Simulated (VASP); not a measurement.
Crystal: Rh.

```xyz
4
Lattice="2.7096 0.0000 0.0000 -1.3548 2.3466 0.0000 0.0000 0.0000 8.8563" Properties=species:S:1:pos:R:3 pbc="T T T"
Rh    1.3548    0.7822    6.6423
Rh    0.0000    0.0000    4.4282
Rh    0.0000    1.5644    2.2141
Rh    0.0000    0.0000    0.0000
```

Base run:

* Program: VASP 6.6.1
* Functional: r2SCAN
* Potentials or basis: VASP PAW PBE potentials, release 64 (Rh_sv_GW)
* Cutoff: 580 eV
* k mesh: 11 × 11 × 3
* Occupations: fermi-dirac, width 0.05 eV
* Spin: no spin polarisation

Its results: band gap on the k mesh zero (band 34 reaches 10.92 eV, above the bottom of band 35 at 9.26 eV); pressure -7.9 GPa.

Question: The run is repeated on the same cell with these changes: potentials or basis from VASP PAW PBE potentials, release 64 (Rh_sv_GW) to VASP PAW PBE potentials, release 64 (Rh_pv); cutoff from 580 eV to 520 eV; further incar settings from ALGO = Normal; EDIFF = 1e-06; NBANDS = 42 to ALGO = Normal; EDIFF = 1e-07; NBANDS = 38; valence electrons from 68 to 60. What comes out?

Answer: Band gap on the k mesh zero (band 30 reaches 11.94 eV, above the bottom of band 31 at 10.28 eV); pressure -5.3 GPa.

Caveats: the PAW data sets were made with another functional, which shifts forces and pressure a little.
